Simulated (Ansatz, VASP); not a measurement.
**GeCl3: VASP beside Ansatz**

```
Ge Cl
1.0
     5.42844    0.00000    0.00000
     0.00000    5.42844    0.00000
     0.00000    0.00000    3.58816
Ge Cl
1 3
Direct
  0.50000 0.50000 0.00000
  0.00000 0.50000 0.00000
  0.50000 0.00000 0.00000
  0.00000 0.00000 0.00000
```

Alike in both runs: functional PBE; k mesh 4 × 4 × 6; occupations gaussian, width 0.1 eV; no spin polarisation.

Ansatz relaxed the structure, and its values are those at the end. VASP's run is a single point on that final structure, the one shown.

|  | VASP | Ansatz |
| --- | --- | --- |
| version | VASP 6.6.1 | Ansatz 0.2.0 |
| potentials or method | VASP PAW PBE potentials, release 64 (Ge_d, Cl), cutoff 520 eV | scalar-relativistic, plane waves, PAW |
| valence electrons in the cell | 35 | 35 |

VASP gave:

```
gap on the k mesh at the Fermi level (eV) : none
pressure (GPa)                            : 0.1
```

**Question.** Which values does Ansatz return?

**Answer.** gap on the k mesh at the Fermi level (eV): none; pressure (GPa): 0.2.

A gap of «none» marks a metal or a gap that the smearing closes. The functional is the same, so the differences come from potentials, cutoffs and numerics.
